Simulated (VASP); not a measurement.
A run of VASP 6.6.1 is set up as follows.

The input INCAR:

```
ALGO     = Fast           # electronic algorithm
EDIFF    = 1E-6           # SCF threshold, eV
ENCUT    = 520            # plane-wave cutoff, eV
GGA      = PS             # functional
ISIF     = 2              # what is computed and relaxed
ISMEAR   = 0              # smearing method
LASPH    = T              # aspherical terms in the spheres
LCHARG   = F              # write CHGCAR
LREAL    = F              # projectors in reciprocal space
LWAVE    = F              # write WAVECAR
NBANDS   = 14             # bands
NELM     = 100            # most SCF steps
PREC     = Accurate       # precision mode
SIGMA    = 0.15           # smearing width, eV
```

Contents of KPOINTS:

```
k-points
0
Gamma
  20 20 20
```

File POSCAR:

```
TiAl
1.0
    3.0617798551      0.0000000000      0.0000000000
    0.0000000000      3.0617798551      0.0000000000
    0.0000000000      0.0000000000      3.2038211886
Ti Al
1 1
Direct
    0.0000000000      0.0000000000      0.0000000000
    0.5000000000      0.5000000000      0.5000000000
```

Potentials or basis: VASP PAW PBE potentials, release 64 (Ti_sv, Al).

The run is started by

```sh
$ cat potpaw_PBE.64/Ti_sv/POTCAR potpaw_PBE.64/Al/POTCAR > POTCAR
$ mpirun -np 1 vasp_std > vasp.out
```

(1) Estimate the band gap on the k mesh.

(2) What does it give for the pressure?

Results:

(1) zero (an odd number of electrons rules out a gap without spin polarisation).

(2) 6.1 GPa.

Caveat: the cell differs from its parent crystal (strain -0.030 along x and y, +0.015 along z); the cell stands under pressure; the PAW data sets were made with another functional, which shifts forces and pressure a little.
